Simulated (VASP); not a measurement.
# Be2C in VASP: a series of runs

Be2C is run at these levels: HSE06; tasks: single point.

Program: VASP 6.6.1. These are calculated values, not measurements. Logs are shortened: lines on timing, memory, paths and dates and some standing lists are left out, and cuts for length are marked.

## Step 1: The cell of the first run

The structure is cubic, space group Fm-3m (No. 225). The conventional cell has a = 4.429 Å, b = 4.429 Å, c = 4.429 Å, α = 90.00°, β = 90.00°, γ = 90.00°. C (site symmetry m-3m) has 8 Be at 1.92 Å within 2.5 Å. Be (site symmetry -43m) has 4 C at 1.92 Å and 6 Be at 2.21 Å within 2.5 Å.

## Step 2: Single point, HSE06 (strain +2.5%)

File POSCAR:

```
Be2C
1.0
    0.0000000000      2.2144977795      2.2144977795
    2.2144977795      0.0000000000      2.2144977795
    2.2144977795      2.2144977795      0.0000000000
C Be
1 2
Direct
    0.0000000000      0.0000000000      0.0000000000
    0.2500000000      0.2500000000      0.2500000000
    0.7500000000      0.7500000000      0.7500000000
```

File INCAR.step1:

```
SYSTEM = Be2C
PREC = Accurate ; ENCUT = 520
EDIFF = 1E-5 ; ISMEAR = 0
SIGMA = 0.01 ; LREAL = .False.
LASPH = .True. ; NELM = 120
ALGO = Normal ; ISIF = 2
LWAVE = .True. ; GGA = PE
NBANDS = 11 ; GGA_COMPAT = .False.
```

File INCAR.step2:

```
SYSTEM = Be2C
PREC = Accurate ; ENCUT = 520
EDIFF = 1E-6 ; ISMEAR = 0
SIGMA = 0.01 ; LREAL = .False.
LASPH = .True. ; NELM = 120
ALGO = Normal ; ISIF = 2
LWAVE = .False. ; LCHARG = .True.
GGA = PE ; LHFCALC = .True.
HFSCREEN = 0.2079 ; PRECFOCK = Normal
LELF = .True. ; LVHAR = .True.
ISTART = 1 ; NBANDS = 11
GGA_COMPAT = .False.
```

File KPOINTS:

```
Automatic mesh
0
Gamma
  8 8 8
  0 0 0
```

Potentials or basis: VASP PAW PBE potentials, release 64 (C, Be).

Launch:

```console
$ cat potpaw_PBE.64/C/POTCAR potpaw_PBE.64/Be/POTCAR > POTCAR
$ cp INCAR.step1 INCAR
$ mpirun -np 1 vasp_std > vasp.out
$ cp INCAR.step2 INCAR
$ mpirun -np 1 vasp_std > vasp.out
```

OUTCAR:

```text
SYSTEM = Be2C
   PREC = Accurate
   ENCUT = 520
   EDIFF = 1E-6
   ISMEAR = 0
   LREAL = .False.
   LASPH = .True.
   NELM = 120
   ISIF = 2
   GGA = PE
   LHFCALC = .True.
   HFSCREEN = 0.2079
   PRECFOCK = Normal
   ISTART = 1

 ion  position               nearest neighbor table
   1  0.000  0.000  0.000-   3 1.92   3 1.92   3 1.92   2 1.92   2 1.92   2 1.92   3 1.92   2 1.92

   2  0.250  0.250  0.250-   1 1.92   1 1.92   1 1.92   1 1.92   3 2.21   3 2.21   3 2.21   3 2.21
                             3 2.21   3 2.21
   3  0.750  0.750  0.750-   1 1.92   1 1.92   1 1.92   1 1.92   2 2.21   2 2.21   2 2.21   2 2.21
                             2 2.21   2 2.21

  LATTYP: Found a face centered cubic cell.
 ALAT       =     4.4289955590

  Lattice vectors:

 A1 = (   0.0000000000,   2.2144977795,   2.2144977795)
 A2 = (   2.2144977795,   0.0000000000,   2.2144977795)
 A3 = (   2.2144977795,   2.2144977795,   0.0000000000)

Analysis of symmetry for initial positions (statically):
=====================================================================
 Subroutine PRICEL returns:
 Original cell was already a primitive cell.

 Routine SETGRP: Setting up the symmetry group for a
 face centered cubic supercell.

 Subroutine GETGRP returns: Found 48 space group operations
 (whereof 48 operations were pure point group operations)
 out of a pool of 48 trial point group operations.

The static configuration has the point symmetry O_h .

Analysis of symmetry for dynamics (positions and initial velocities):
=====================================================================
 Subroutine PRICEL returns:
 Original cell was already a primitive cell.

 Routine SETGRP: Setting up the symmetry group for a
 face centered cubic supercell.

 Subroutine GETGRP returns: Found 48 space group operations
 (whereof 48 operations were pure point group operations)
 out of a pool of 48 trial point group operations.

The dynamic configuration has the point symmetry O_h .

 Subroutine INISYM returns: Found 48 space group operations
 (whereof 48 operations are pure point group operations),
 and found     1 'primitive' translations

----------------------------------------------------------------------------------------

                                     Primitive cell

  volume of cell :      21.7198

  direct lattice vectors                    reciprocal lattice vectors
     0.000000000  2.214497779  2.214497779    -0.225784828  0.225784828  0.225784828
     2.214497779  0.000000000  2.214497779     0.225784828 -0.225784828  0.225784828
[... 101 lines left out ...]
   EFERMI =   0.00;   METHOD = LEGACY
   ISMEAR =     0;   SIGMA  =   0.01  broadening in eV -4-tet -1-fermi 0-gaus
   EFERMI_NEDOS =   21; number of points for ismear=-14 and -15
   IALGO  =     38    algorithm
   IMIX   =      1    mixing-type and parameters
     AMIX     =   0.40;   BMIX     =  1.00
     AMIX_MAG =   1.60;   BMIX_MAG =  1.00
  volume/ion in A,a.u.               =       7.24        48.86
  Fermi-wavevector in a.u.,A,eV,Ry     =   1.173509  2.217610 18.736886  1.377122
  Thomas-Fermi vector in A             =   2.309920
   LORBIT       =      0    0 simple, 1 ext, 2 COOP (PROOUT), +10 PAW based schemes
   GGA     = PE    functional components
   LHFCALC =     T    Hartree Fock is set to
   PRECFOCK=normal    Normal, Fast or Accurate (Low or Medium for compatibility)
   ENCUT4O =  -1.0   cutoff for four orbital integrals eV
   NKREDX  =     1    reduce k-point grid by
   NKREDY  =     1    reduce k-point grid by
   NKREDZ  =     1    reduce k-point grid by
   AEXX    =    0.2500 exact exchange contribution
   HFSCREEN=    0.2079 screening length (either q_TF or 0.3 A-1)
   HFSCREENC=   0.2079 screening length for correlation (either q_TF or 0.3 A-1)
   ENCUTFOCK=  -1.0 apply spherical cutoff to Coloumb kernel
   IVDW    =     0    specifies the selected vdW correction
   LEPSILON=     F    determine dielectric tensor
   LRPA    =     F    only Hartree local field effects (RPA)
 non-spin polarized calculation
 Gauss-broadening in eV      SIGMA  =   0.01
  energy-cutoff  :      520.00
  volume of cell :       21.72
 maximum number of plane-waves:       604
  NGX = 18; NGY = 18; NGZ = 18

 number of electron       8.0000001 magnetization

 Free energy of the ion-electron system (eV)
  ---------------------------------------------------
  ext. energy  EPLUGINS =         0.00000000
  ---------------------------------------------------
  free energy    TOTEN  =       -18.99268478 eV

  energy without entropy =      -18.99268478  energy(sigma->0) =      -18.99268478

 E-fermi :   6.7417     XC(G=0):  -9.1927

 val. band max:        6.6291011038   @ k =   0.0000   0.0000   0.0000
 cond. band min:       8.4767255896   @ k =   0.5000   0.5000   0.0000
 fundamental gap:      1.8476244858
 Fermi energy:         6.7417426433

 k-point     1 :       0.0000    0.0000    0.0000
  band No.  band energies     occupation
      1      -9.5558      2.00000
      2       6.6291      2.00000
      3       6.6291      2.00000
      4       6.6291      2.00000
      5      11.5917      0.00000
      6      11.5917      0.00000
      7      11.5917      0.00000
      8      13.8256      0.00000
      9      20.7013      0.00000
     10      20.7013      0.00000
     11      20.7013      0.00000
[... 309 lines left out ...]
 k-point    24 :      -0.3750    0.2500    0.1250
  band No.  band energies     occupation
      1      -6.1093      2.00000
      2      -1.8156      2.00000
      3       2.2687      2.00000
      4       3.1329      2.00000
      5      12.5662      0.00000
      6      13.9433      0.00000
      7      17.1768      0.00000
      8      18.1442      0.00000
      9      19.5508      0.00000
     10      21.3057      0.00000
     11      24.6813      0.00000

 [... further k-points ...]
[... 5 lines left out ...]
  --------------------------------------------------------------------------------------
  -------------------------------------------------------------------------------------
  Total       -2.0756199     -2.0756199     -2.0756199      0.0000000      0.0000000      0.0000000
  in kB     -153.1096885   -153.1096885   -153.1096885      0.0000000      0.0000000      0.0000000
  external PRESSURE =    -153.1096885 kB  Pullay stress =       0.0000000 kB

 VOLUME and BASIS-vectors are now :
 -----------------------------------------------------------------------------
  energy-cutoff  :      520.00
  volume of cell :       21.72
      direct lattice vectors                 reciprocal lattice vectors
     0.000000000  2.214497779  2.214497779    -0.225784828  0.225784828  0.225784828
     2.214497779  0.000000000  2.214497779     0.225784828 -0.225784828  0.225784828
     2.214497779  2.214497779  0.000000000     0.225784828  0.225784828 -0.225784828

 POSITION                                       TOTAL-FORCE (eV/Angst)
 -----------------------------------------------------------------------------------
      0.00000      0.00000      0.00000         0.000000     -0.000000      0.000000
      1.10725      1.10725      1.10725        -0.000000     -0.000000     -0.000000
      3.32175      3.32175      3.32175        -0.000000      0.000000      0.000000
 -----------------------------------------------------------------------------------
    total drift:                               -0.000000     -0.000000     -0.000000

  FREE ENERGIE OF THE ION-ELECTRON SYSTEM (eV)
  ---------------------------------------------------
  free  energy   TOTEN  =       -18.9926847849 eV

  energy  without entropy=      -18.9926847849  energy(sigma->0) =      -18.99268478
```

OSZICAR.step1:

```text
N       E                     dE             d eps       ncg     rms          rms(c)
DAV:   1     0.302498655394E+01    0.30250E+01   -0.38977E+03   638   0.662E+02
DAV:   2    -0.177284265087E+02   -0.20753E+02   -0.19458E+02   899   0.115E+02
DAV:   3    -0.184293414849E+02   -0.70091E+00   -0.69836E+00   820   0.166E+01
DAV:   4    -0.184328522510E+02   -0.35108E-02   -0.35100E-02   722   0.147E+00
DAV:   5    -0.184328667346E+02   -0.14484E-04   -0.14483E-04   830   0.837E-02    0.515E+00
DAV:   6    -0.174470546335E+02    0.98581E+00   -0.31831E+00   665   0.823E+00    0.197E+00
DAV:   7    -0.174084665952E+02    0.38588E-01   -0.15548E-01   765   0.268E+00    0.122E+00
DAV:   8    -0.174004272568E+02    0.80393E-02   -0.10636E-02   677   0.110E+00    0.229E-01
DAV:   9    -0.174002103367E+02    0.21692E-03   -0.31178E-04   765   0.104E-01    0.134E-01
DAV:  10    -0.174002127190E+02   -0.23823E-05   -0.21475E-04   738   0.907E-02    0.135E-02
DAV:  11    -0.174002126528E+02    0.66146E-07   -0.29806E-05   670   0.277E-02
   1 F= -.17400213E+02 E0= -.17400213E+02  d E =-.929449E-12
```

Wall time 45 min (1 thread of Intel Xeon 8259CL, shared host); peak memory 0.25 GiB.

Results:

```yaml
Free_energy: -18.9927 eV
Pressure: -15.3 GPa
Band_gap_on_the_k_mesh: 1.85 eV (least direct gap 4.96 eV)
```

Levels at points of the mesh, in eV from the valence-band top:
| k point | band 1 | band 2 | band 3 | band 4 | band 5 | band 6 | band 7 | band 8 | band 9 |
| --- | --- | --- | --- | --- | --- | --- | --- | --- | --- |
| (0.00, 0.00, 0.00) | -16.18 | 0.00 | 0.00 | 0.00 | 4.96 | 4.96 | 4.96 | 7.20 | 14.07 |
| (0.50, 0.00, 0.00) | -13.22 | -9.19 | -1.90 | -1.90 | 5.86 | 5.86 | 7.45 | 10.75 | 15.48 |
| (0.50, 0.50, 0.00) | -12.38 | -7.29 | -4.90 | -4.90 | 1.85 | 6.25 | 14.28 | 14.28 | 16.21 |

Caveat: the cell differs from its parent crystal (strain +2.5%); the cell stands under tension; the structure was generated, so it needn't be the stable form of Be2C; the PAW data sets were made with another functional, which shifts forces and pressure a little.

## Step 3: Single point, HSE06 (uniaxial z strain +3.0%)

File POSCAR:

```
Be2C
1.0
    0.0000000000      2.1604856385      2.2253002077
    2.1604856385      0.0000000000      2.2253002077
    2.1604856385      2.1604856385      0.0000000000
C Be
1 2
Direct
    0.0000000000      0.0000000000      0.0000000000
    0.2500000000      0.2500000000      0.2500000000
    0.7500000000      0.7500000000      0.7500000000
```

File INCAR.step1:

```
SYSTEM = Be2C
ALGO = Normal
EDIFF = 1E-5
ENCUT = 520
GGA = PE
GGA_COMPAT = .FALSE.
ISIF = 2
ISMEAR = 0
LASPH = .TRUE.
LREAL = .FALSE.
LWAVE = .TRUE.
NBANDS = 11
NELM = 120
PREC = Accurate
SIGMA = 0.01
```

File INCAR.step2:

```
SYSTEM = Be2C
ALGO = Normal
EDIFF = 1E-6
ENCUT = 520
GGA = PE
GGA_COMPAT = .FALSE.
HFSCREEN = 0.2079
ISIF = 2
ISMEAR = 0
ISTART = 1
LASPH = .TRUE.
LCHARG = .TRUE.
LELF = .TRUE.
LHFCALC = .TRUE.
LREAL = .FALSE.
LVHAR = .TRUE.
LWAVE = .FALSE.
NBANDS = 11
NELM = 120
PREC = Accurate
PRECFOCK = Normal
SIGMA = 0.01
```

File KPOINTS:

```
k-points
0
G
  8 8 8
  0 0 0
```

Potentials or basis: VASP PAW PBE potentials, release 64 (C, Be).

Launch:

```console
$ cat potpaw_PBE.64/C/POTCAR potpaw_PBE.64/Be/POTCAR > POTCAR
$ cp INCAR.step1 INCAR
$ mpirun -np 1 vasp_std > vasp.out
$ cp INCAR.step2 INCAR
$ mpirun -np 1 vasp_std > vasp.out
```

Wall time 48 min (1 thread of AMD EPYC 7R13 (Zen 3), shared host); peak memory 0.23 GiB.

Results (log left out):

| Item | Value |
| --- | --- |
| Free energy | -19.0396 eV |
| Pressure | -7.6 GPa |
| Band gap on the k mesh | 1.66 eV (least direct gap 4.83 eV) |

Stress tensor (GPa, compression positive):
```
 -2.00   0.00   0.00
  0.00  -2.00   0.00
  0.00   0.00 -18.90
```

Levels at points of the mesh, in eV from the valence-band top:
| k point | band 1 | band 2 | band 3 | band 4 | band 5 | band 6 | band 7 | band 8 | band 9 |
| --- | --- | --- | --- | --- | --- | --- | --- | --- | --- |
| (0.00, 0.00, 0.00) | -16.61 | -0.26 | 0.00 | 0.00 | 4.83 | 4.83 | 5.28 | 7.62 | 13.59 |
| (0.50, 0.00, 0.00) | -13.53 | -9.56 | -2.25 | -1.87 | 5.60 | 6.06 | 7.96 | 10.96 | 15.59 |
| (0.50, 0.50, 0.00) | -12.83 | -7.81 | -4.97 | -4.97 | 2.07 | 6.85 | 14.62 | 14.62 | 16.45 |
| (0.50, 0.00, 0.50) | -12.60 | -7.41 | -5.35 | -5.20 | 1.66 | 6.30 | 14.20 | 15.23 | 16.68 |

Caveat: the cell differs from its parent crystal (uniaxial z strain +3.0%); the stress differs along the axes, from -19 to -2 GPa; the structure was generated, so it needn't be the stable form of Be2C; the PAW data sets were made with another functional, which shifts forces and pressure a little. A k mesh can miss the band edges.
